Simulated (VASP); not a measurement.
Here is a VASP 6.6.1 calculation.

INCAR

```
PREC = Accurate
ENCUT = 600
EDIFF = 1E-6
ISMEAR = 0
SIGMA = 0.02
LREAL = F
LASPH = T
NELM = 120
ALGO = Normal
ISIF = 2
LWAVE = F
LCHARG = F
GGA = PE
NBANDS = 11
GGA_COMPAT = F
```

The input KPOINTS:

```
Automatic mesh
0
Gamma
  8 8 8
```

File POSCAR:

```
BeTe
1.0
    0.0000000000      2.6923015000      2.6923015000
    2.7338515000      0.0000000000      2.6923015000
    2.7338515000      2.6923015000      0.0000000000
Be Te
1 1
Direct
    0.0000000000      0.0000000000      0.0000000000
    0.7500000000      0.7500000000      0.7500000000
```

Potentials or basis: VASP PAW PBE potentials, release 64 (Be, Te).

The run is started by

```bash
$ cat potpaw_PBE.64/Be/POTCAR potpaw_PBE.64/Te/POTCAR > POTCAR
$ mpirun -np 1 vasp_std > vasp.out
```

(1) Predict the band gap on the k mesh.

(2) Estimate the pressure.

## Answers

(1) 1.58 eV, indirect (least direct gap 3.44 eV).

(2) 10.3 GPa.

Caveat: the cell differs from its parent crystal (strained); spin-orbit coupling is left out, which moves the levels of the heavy elements.
